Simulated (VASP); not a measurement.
# Ir in VASP: further runs

The runs below take Ir through single point, with LDA.

Everything below comes from runs of VASP 6.6.1. Logs are shortened: lines on timing, memory, paths and dates and some standing lists are left out, and cuts for length are marked.

**1. The cell of the first run**

Symmetry: C2/m, No. 12, monoclinic system. Conventional cell: a = 3.811 Å, b = 3.811 Å, c = 3.811 Å, α = 90.00°, β = 90.00°, γ = 90.00°. Ir (site symmetry m) has 12 Ir at 2.53 to 2.86 Å within 3.3 Å.

**2. Single point, LDA (atoms displaced along several vibrational modes)**

INCAR

```
PREC = Accurate
ENCUT = 520
EDIFF = 1E-7
ISMEAR = 0
SIGMA = 0.15
LREAL = F
LASPH = T
NELM = 80
ALGO = Fast
ISIF = 2
LWAVE = F
LCHARG = T
LELF = T
LVHAR = T
NBANDS = 16
```

KPOINTS

```
regular mesh
0
Gamma
  16 16 12
```

POSCAR

```
Ir
1.0
    0.0000000000     -1.9054060557     -1.9054060557
    0.0000000000      1.9054060557     -1.9054060557
    3.8108121114      0.0000000000      0.0000000000
Ir
2
Direct
    0.5251914808      0.4748085192      0.4943843991
   -0.0251914808      0.0251914808      0.0056156009
```

Potentials or basis: VASP PAW LDA potentials, release 64 (Ir).

The run is started by

```bash
> cat potpaw_LDA.64/Ir/POTCAR > POTCAR
> mpirun -np 1 vasp_std > vasp.out
```

OUTCAR:

```text
PREC = Accurate
   ENCUT = 520
   EDIFF = 1E-7
   ISMEAR = 0
   LREAL = F
   LASPH = T
   NELM = 80
   ISIF = 2

 ion  position               nearest neighbor table
   1  0.525  0.475  0.494-   2 2.53   2 2.59   2 2.67   2 2.67   2 2.73   2 2.73   2 2.81   2 2.86

   2  0.975  0.025  0.006-   1 2.53   1 2.59   1 2.67   1 2.67   1 2.73   1 2.73   1 2.81   1 2.86

  LATTYP: Found a simple tetragonal cell.
 ALAT       =     2.6946510858
 C/A-ratio  =     1.4142135624

  Lattice vectors:

 A1 = (   0.0000000000,  -1.9054060557,  -1.9054060557)
 A2 = (   0.0000000000,   1.9054060557,  -1.9054060557)
 A3 = (   3.8108121114,   0.0000000000,   0.0000000000)

Analysis of symmetry for initial positions (statically):
=====================================================================
 Subroutine PRICEL returns:
 Original cell was already a primitive cell.

 Routine SETGRP: Setting up the symmetry group for a
 simple tetragonal supercell.

 Subroutine GETGRP returns: Found  4 space group operations
 (whereof  2 operations were pure point group operations)
 out of a pool of 16 trial point group operations.

The static configuration has the point symmetry C_1h.
 The point group associated with its full space group is C_2h.

Analysis of symmetry for dynamics (positions and initial velocities):
=====================================================================
 Subroutine PRICEL returns:
 Original cell was already a primitive cell.

 Routine SETGRP: Setting up the symmetry group for a
 simple tetragonal supercell.

 Subroutine GETGRP returns: Found  4 space group operations
 (whereof  2 operations were pure point group operations)
 out of a pool of 16 trial point group operations.

The dynamic configuration has the point symmetry C_1h.
 The point group associated with its full space group is C_2h.

 Subroutine INISYM returns: Found  4 space group operations
 (whereof  2 operations are pure point group operations),
 and found     1 'primitive' translations

----------------------------------------------------------------------------------------

                                     Primitive cell

  volume of cell :      27.6709

  direct lattice vectors                    reciprocal lattice vectors
     0.000000000 -1.905406056 -1.905406056     0.000000000 -0.262411258 -0.262411258
     0.000000000  1.905406056 -1.905406056     0.000000000  0.262411258 -0.262411258
     3.810812111  0.000000000  0.000000000     0.262411258  0.000000000  0.000000000

  length of vectors
     2.694651086  2.694651086  3.810812111     0.371105560  0.371105560  0.262411258

  position of ions in fractional coordinates (direct lattice)
     0.525191481  0.474808519  0.494384399
     0.974808519  0.025191481  0.005615601

  ion indices of the primitive-cell ions
   primitive index   ion index
                 1           1
                 2           2

----------------------------------------------------------------------------------------

 KPOINTS: regular mesh

Automatic generation of k-mesh.
 Grid dimensions read from file:
 generate k-points for:   16   16   12

 Generating k-lattice:

  Cartesian coordinates                     Fractional coordinates (reciprocal lattice)
     0.000000000 -0.016400704 -0.016400704     0.062500000  0.000000000  0.000000000
     0.000000000  0.016400704 -0.016400704     0.000000000  0.062500000  0.000000000
     0.021867605  0.000000000  0.000000000     0.000000000  0.000000000  0.083333333

  Length of vectors
     0.023194097  0.023194097  0.021867605

  Shift w.r.t. Gamma in fractional coordinates (k-lattice)
     0.000000000  0.000000000  0.000000000

 Subroutine IBZKPT returns following result:
 ===========================================

 Found    826 irreducible k-points:

 Following reciprocal coordinates:
            Coordinates               Weight
  0.000000  0.000000  0.000000      1.000000
  0.062500  0.000000  0.000000      4.000000
  0.125000  0.000000  0.000000      4.000000
  0.187500  0.000000  0.000000      4.000000
  0.250000  0.000000  0.000000      4.000000
  0.312500  0.000000  0.000000      4.000000
[... 16 lines left out ...]
 -0.062500  0.437500  0.000000      4.000000
  0.500000  0.062500  0.000000      4.000000
 [... further k-points ...]
   k-points           NKPTS =    826   k-points in BZ     NKDIM =    826   number of bands    NBANDS=     16
   number of dos      NEDOS =    301   number of ions     NIONS =      2
   total plane-waves  NPLWV =  11200
   dimension x,y,z NGX =    20 NGY =   20 NGZ =   28
   dimension x,y,z NGXF=    40 NGYF=   40 NGZF=   56
   ions per type =               2
   NGX,Y,Z   is equivalent  to a cutoff of  12.34, 12.34, 12.21 a.u.
   NGXF,Y,Z  is equivalent  to a cutoff of  24.68, 24.68, 24.43 a.u.
 SYSTEM =  unknown system
   PREC   = accura    normal or accurate (medium, high low for compatibility)
   ISTART =      0    job   : 0-new  1-cont  2-samecut
   ICHARG =      2    charge: 1-file 2-atom 10-const
   ISPIN  =      1    spin polarized calculation?
   LNONCOLLINEAR =      F non collinear calculations
   LSORBIT =      F    spin-orbit coupling
   LASPH  =      T    aspherical Exc in radial PAW
   ENCUT  =  520.0 eV  38.22 Ry    6.18 a.u.   5.01  5.01  7.09*2*pi/ulx,y,z
   NELM   =     80;   NELMIN=  2; NELMDL= -5     # of ELM steps
   EDIFF  = 0.1E-06   stopping-criterion for ELM
   LREAL  =      F    real-space projection
   EDIFFG = 0.1E-05   stopping-criterion for IOM
   NSW    =      0    number of steps for IOM
   IBRION =     -1    ionic relax: 0-MD 1-quasi-New 2-CG
   NFREE  =      0    steps in history (QN), initial steepest desc. (CG)
   ISIF   =      2    stress and relaxation
   ISYM   =      2    0-nonsym 1-usesym 2-fastsym
   POTIM  = 0.5000    time-step for ionic-motion
   TEBEG  =    0.0;   TEEND  =   0.0 temperature during run
   PSTRESS=    0.0 pullay stress
   NELECT =      18.0000    total number of electrons
   NUPDOWN=      -1.0000    fix difference up-down
   EMIN   =  10.00;   EMAX   =-10.00  energy-range for DOS
   EFERMI =   0.00;   METHOD = LEGACY
   ISMEAR =     0;   SIGMA  =   0.15  broadening in eV -4-tet -1-fermi 0-gaus
   EFERMI_NEDOS =   21; number of points for ismear=-14 and -15
   IALGO  =     68    algorithm
   IMIX   =      4    mixing-type and parameters
[... 35 lines left out ...]
 Fermi energy:        10.7273117290

 k-point     1 :       0.0000    0.0000    0.0000
  band No.  band energies     occupation
      1      -0.6292      2.00000
      2       2.5207      2.00000
      3       3.1428      2.00000
      4       6.5305      2.00000
      5       6.5563      2.00000
      6       6.7961      2.00000
[... 8 lines left out ...]
     15      22.7817      0.00000
     16      25.4473      0.00000

 k-point     2 :       0.0625    0.0000    0.0000
  band No.  band energies     occupation
      1      -0.5101      2.00000
      2       2.6101      2.00000
      3       3.2266      2.00000
      4       6.5227      2.00000
      5       6.5954      2.00000
      6       6.7960      2.00000
[... 8 lines left out ...]
     15      23.0587      0.00000
     16      25.6395      0.00000

 k-point     3 :       0.1250    0.0000    0.0000
  band No.  band energies     occupation
      1      -0.1620      2.00000
      2       2.8411      2.00000
      3       3.4956      2.00000
      4       6.3580      2.00000
      5       6.7615      2.00000
      6       6.8808      2.00000
[... 8 lines left out ...]
     15      23.8347      0.00000
     16      26.1811      0.00000

 k-point     4 :       0.1875    0.0000    0.0000
  band No.  band energies     occupation
      1       0.3881      2.00000
      2       3.1413      2.00000
      3       3.9602      2.00000
      4       6.0857      2.00000
      5       6.9614      2.00000
      6       7.0420      2.00000
[... 8 lines left out ...]
     15      24.9385      0.00000
     16      26.9782      0.00000

 k-point     5 :       0.2500    0.0000    0.0000
  band No.  band energies     occupation
      1       1.0970      2.00000
      2       3.4760      2.00000
      3       4.5415      2.00000
      4       5.7886      2.00000
      5       7.0606      2.00000
      6       7.1299      2.00000
[... 8 lines left out ...]
     15      25.8912      0.00000
     16      27.5042      0.00000

 k-point     6 :       0.3125    0.0000    0.0000
  band No.  band energies     occupation
      1       1.9071      2.00000
      2       3.8305      2.00000
      3       5.0829      2.00000
      4       5.5315      2.00000
      5       6.7291      2.00000
      6       7.0004      2.00000
[... 8 lines left out ...]
     15      25.6516      0.00000
     16      28.4218      0.00000

 k-point     7 :       0.3750    0.0000    0.0000
  band No.  band energies     occupation
      1       2.7448      2.00000
      2       4.1593      2.00000
      3       5.3392      2.00000
      4       5.4486      2.00000
      5       6.2342      2.00000
      6       6.7284      2.00000
[... 8 lines left out ...]
     15      24.9289      0.00000
     16      28.3079      0.00000

 k-point     8 :       0.4375    0.0000    0.0000
  band No.  band energies     occupation
      1       3.5065      2.00000
      2       4.3453      2.00000
      3       5.2633      2.00000
      4       5.5725      2.00000
      5       5.8799      2.00000
      6       6.4231      2.00000
[... 8 lines left out ...]
     15      24.1423      0.00000
     16      27.2463      0.00000

 k-point     9 :       0.5000    0.0000    0.0000
  band No.  band energies     occupation
      1       3.9366      2.00000
      2       4.2975      2.00000
      3       5.2356      2.00000
      4       5.6178      2.00000
      5       5.7498      2.00000
      6       6.2624      2.00000
[... 8 lines left out ...]
     15      24.5758      0.00000
     16      26.4060      0.00000
[... 172 lines left out ...]
 k-point    19 :      -0.0625    0.3125    0.0000
  band No.  band energies     occupation
      1       2.0015      2.00000
      2       3.9553      2.00000
      3       5.0770      2.00000
      4       5.4341      2.00000
      5       6.5584      2.00000
      6       6.9791      2.00000
[... 8 lines left out ...]
     15      25.9491      0.00000
     16      27.5365      0.00000

 k-point    20 :       0.3750    0.0625    0.0000
  band No.  band energies     occupation
      1       2.8217      2.00000
      2       4.2901      2.00000
      3       5.1782      2.00000
      4       5.3364      2.00000
      5       6.1055      2.00000
      6       6.6619      2.00000
[... 8 lines left out ...]
     15      24.9159      0.00000
     16      28.0220      0.00000

 k-point    21 :      -0.0625    0.3750    0.0000
  band No.  band energies     occupation
      1       2.8273      2.00000
      2       4.3008      2.00000
      3       5.2316      2.00000
      4       5.3579      2.00000
      5       6.0627      2.00000
      6       6.6463      2.00000
[... 8 lines left out ...]
     15      25.0928      0.00000
     16      28.3144      0.00000

 k-point    22 :       0.4375    0.0625    0.0000
  band No.  band energies     occupation
      1       3.5772      2.00000
      2       4.4999      2.00000
      3       5.1141      2.00000
      4       5.3669      2.00000
      5       5.7470      2.00000
      6       6.3198      2.00000
[... 8 lines left out ...]
     15      24.1187      0.00000
     16      27.1634      0.00000

 k-point    23 :      -0.0625    0.4375    0.0000
  band No.  band energies     occupation
      1       3.5852      2.00000
      2       4.4980      2.00000
      3       5.1505      2.00000
      4       5.3894      2.00000
      5       5.7186      2.00000
      6       6.2999      2.00000
[... 8 lines left out ...]
     15      24.1692      0.00000
     16      27.1777      0.00000

 k-point    24 :       0.5000    0.0625    0.0000
  band No.  band energies     occupation
      1       4.0209      2.00000
      2       4.4372      2.00000
      3       5.0905      2.00000
      4       5.4218      2.00000
      5       5.6041      2.00000
      6       6.1253      2.00000
[... 8 lines left out ...]
     15      24.5366      0.00000
     16      26.3112      0.00000

 [... further k-points ...]
[... 5 lines left out ...]
  --------------------------------------------------------------------------------------
  -------------------------------------------------------------------------------------
  Total        1.7067365      1.6908746      0.2205502      0.5362628      0.0000000      0.0000000
  in kB       98.8221837     97.9037592     12.7701349     31.0502885      0.0000000      0.0000000
  external PRESSURE =      69.8320259 kB  Pullay stress =       0.0000000 kB

 VOLUME and BASIS-vectors are now :
 -----------------------------------------------------------------------------
  energy-cutoff  :      520.00
  volume of cell :       27.67
      direct lattice vectors                 reciprocal lattice vectors
     0.000000000 -1.905406056 -1.905406056     0.000000000 -0.262411258 -0.262411258
     0.000000000  1.905406056 -1.905406056     0.000000000  0.262411258 -0.262411258
     3.810812111  0.000000000  0.000000000     0.262411258  0.000000000  0.000000000

 POSITION                                       TOTAL-FORCE (eV/Angst)
 -----------------------------------------------------------------------------------
      1.88401     -0.09600     -1.90541         0.659615      1.643350      0.000000
      0.02140     -1.80941     -1.90541        -0.659615     -1.643350      0.000000
 -----------------------------------------------------------------------------------
    total drift:                               -0.000000     -0.000000      0.000000

  FREE ENERGIE OF THE ION-ELECTRON SYSTEM (eV)
  ---------------------------------------------------
  free  energy   TOTEN  =       -20.4857848541 eV

  energy  without entropy=      -20.4638014620  energy(sigma->0) =      -20.47479316
```

Wall time 5.3 min (1 thread of Intel Xeon 8259CL, shared host); peak memory 0.4 GiB.

What came out:

```
Free energy            : -20.4858 eV
Pressure               : 7.0 GPa
Largest force          : 1.771 eV/Å
Band gap on the k mesh : zero (bands 9 and 10 overlap by 3.16 eV)
```

Forces on the atoms (eV/Å):
```
Ir   0.660  1.643  0.000
Ir  -0.660 -1.643  0.000
```

Caveat: the cell differs from its parent crystal (atoms displaced along several vibrational modes); the stress differs along the axes, from 1 to 10 GPa; spin-orbit coupling is left out, which moves the levels of the heavy elements; forces of over 1 eV/Å act on the atoms, so gaps and moduli don't describe the material at rest.

**3. Single point, LDA (atoms displaced along a vibrational mode)**

INCAR

```
SYSTEM = Ir
ALGO     = Fast           ! electronic algorithm
EDIFF    = 1E-6           ! SCF threshold, eV
ENCUT    = 520            ! plane-wave cutoff, eV
ISIF     = 2              ! what is computed and relaxed
ISMEAR   = 0              ! smearing method
LASPH    = .True.         ! aspherical terms in the spheres
LCHARG   = .False.        ! write CHGCAR
LREAL    = .False.        ! projectors in reciprocal space
LWAVE    = .False.        ! write WAVECAR
NBANDS   = 16             ! bands
NELM     = 80             ! most SCF steps
PREC     = Accurate       ! precision mode
SIGMA    = 0.15           ! smearing width, eV
```

KPOINTS

```
k-points
0
Gamma
  16 16 12
  0 0 0
```

POSCAR

```
Ir
1.0
    0.0000000000     -1.9054060557     -1.9054060557
    0.0000000000      1.9054060557     -1.9054060557
    3.8108121114      0.0000000000      0.0000000000
Ir
2
Direct
    0.5251914808      0.4748085192      0.5000000000
   -0.0251914808      0.0251914808      0.0000000000
```

Potentials or basis: VASP PAW LDA potentials, release 64 (Ir).

The run is started by

```bash
> cat potpaw_LDA.64/Ir/POTCAR > POTCAR
> mpirun -np 1 vasp_std > vasp.out
```

Wall time 2.1 min (1 thread of AMD EPYC 9R45 (Zen 5), shared host); peak memory 0.26 GiB.

Results (log left out):

```
Free energy            : -20.4998 eV
Pressure               : 6.6 GPa
Largest force          : 1.623 eV/Å
Band gap on the k mesh : zero (bands 9 and 10 overlap by 3.32 eV)
```

Forces in eV/Å, atoms in the order of the input:
```
Ir   0.000  1.623  0.000
Ir   0.000 -1.623  0.000
```

Stress tensor (GPa, compression positive):
```
9.39 0.00 0.00
0.00 9.45 0.00
0.00 0.00 0.99
```

Levels at points of the mesh, in eV from the Fermi level:
```tsv
k point	band 5	band 6	band 7	band 8	band 9	band 10	band 11	band 12	band 13	band 14
(0.00, 0.00, 0.00)	-4.16	-3.94	-1.42	-1.09	0.82	1.19	1.55	1.75	10.77	12.04
(0.50, 0.00, 0.00)	-4.96	-4.48	-2.49	-2.24	-2.01	-0.71	2.53	3.42	11.03	12.71
(0.50, 0.50, 0.00)	0.14	0.87	1.25	1.44	1.52	1.60	1.75	2.63	10.31	10.83
(0.00, 0.00, 0.50)	-3.45	-3.45	-1.85	-1.85	-1.78	-1.78	-0.07	-0.07	17.05	17.05
(0.50, 0.00, 0.50)	-4.05	-4.05	-0.83	-0.83	0.73	0.73	1.05	1.05	7.42	7.42
(0.50, 0.50, 0.50)	-5.07	-5.07	-1.69	-1.69	1.53	1.53	7.81	7.81	9.26	9.26
```

Caveat: the cell differs from its parent crystal (atoms displaced along a vibrational mode); the stress differs along the axes, from 1 to 9 GPa; spin-orbit coupling is left out, which moves the levels of the heavy elements; forces of over 1 eV/Å act on the atoms, so gaps and moduli don't describe the material at rest.

**4. Single point, LDA (atoms displaced along a vibrational mode)**

INCAR

```
PREC = Accurate ; ENCUT = 520
EDIFF = 1E-6 ; ISMEAR = 0
SIGMA = 0.15 ; LREAL = False
LASPH = True ; NELM = 80
ALGO = Fast ; ISIF = 2
LWAVE = False ; LCHARG = False
NBANDS = 16
```

KPOINTS

```
regular mesh
0
Gamma
  16 16 12
```

POSCAR

```
Ir
1.0
    0.0000000000     -1.9054060557     -1.9054060557
    0.0000000000      1.9054060557     -1.9054060557
    3.8108121114      0.0000000000      0.0000000000
Ir
2
Direct
    0.5201531846      0.4798468154      0.5000000000
   -0.0201531846      0.0201531846      0.0000000000
```

The run is started by

```bash
> cat potpaw_LDA.64/Ir/POTCAR > POTCAR
> mpirun -np 1 vasp_std > vasp.out
```

Run time: 2.3 min. Hardware: 1 thread of AMD EPYC 9R45 (Zen 5), shared host; peak memory 0.26 GiB.

It converged, with:

```yaml
Free_energy: -20.5555 eV
Pressure: 5.3 GPa
Largest_force: 1.282 eV/Å
Band_gap_on_the_k_mesh: zero (bands 9 and 10 overlap by 3.38 eV)
```

Forces in eV/Å, atoms in the order of the input:
```
Ir   0.000  1.282  0.000
Ir   0.000 -1.282  0.000
```

Stress tensor (GPa, compression positive):
```
6.99 0.00 0.00
0.00 7.16 0.00
0.00 0.00 1.65
```

Levels at points of the mesh, in eV from the Fermi level:
```csv
k point,band 6,band 7,band 8,band 9,band 10,band 11,band 12,band 13
"(0.00, 0.00, 0.00)",-3.97,-1.35,-1.13,0.86,1.32,1.55,1.75,10.80
"(0.50, 0.00, 0.00)",-4.49,-2.51,-2.32,-1.91,-0.85,2.62,3.34,11.21
"(0.50, 0.50, 0.00)",0.90,1.36,1.48,1.53,1.58,1.75,2.40,10.47
"(0.00, 0.00, 0.50)",-3.34,-1.88,-1.88,-1.84,-1.84,-0.12,-0.12,17.29
"(0.50, 0.00, 0.50)",-4.08,-0.80,-0.80,0.81,0.81,1.02,1.02,7.45
"(0.50, 0.50, 0.50)",-5.05,-1.75,-1.75,1.54,1.54,7.99,7.99,9.27
```

Caveat: the cell differs from its parent crystal (atoms displaced along a vibrational mode); the stress differs along the axes, from 2 to 7 GPa; spin-orbit coupling is left out, which moves the levels of the heavy elements; forces of over 1 eV/Å act on the atoms, so gaps and moduli don't describe the material at rest.

**5. Overview**

| cell | further INCAR settings | gap on the mesh (eV) | pressure (GPa) | largest force (eV/Å) |
| --- | --- | --- | --- | --- |
| as given, atomic positions A | ALGO = Fast; EDIFF = 1e-07; NBANDS = 16 | none | 7.0 | 1.77 |
| as given, atomic positions B | ALGO = Fast; EDIFF = 1e-06; NBANDS = 16 | none | 6.6 | 1.62 |
| as given, atomic positions C | ALGO = Fast; EDIFF = 1e-06; NBANDS = 16 | none | 5.3 | 1.28 |

Alike in all rows: task single point; level LDA; potentials or basis VASP PAW LDA potentials, release 64 (Ir); no spin polarisation; k mesh 16 × 16 × 12; cutoff (eV) 520; smearing gaussian 0.15 eV.

Caveats: spin-orbit coupling is left out, which moves the levels of the heavy elements; forces of over 1 eV/Å act on the atoms, so gaps and moduli don't describe the material at rest; the stress differs along the axes, from 1 to 10 GPa (at least some runs); the stress differs along the axes, from 1 to 9 GPa (at least some runs); the stress differs along the axes, from 2 to 7 GPa (at least some runs).

Total energies depend on the potentials used, so only differences within one code and one set of settings carry meaning.
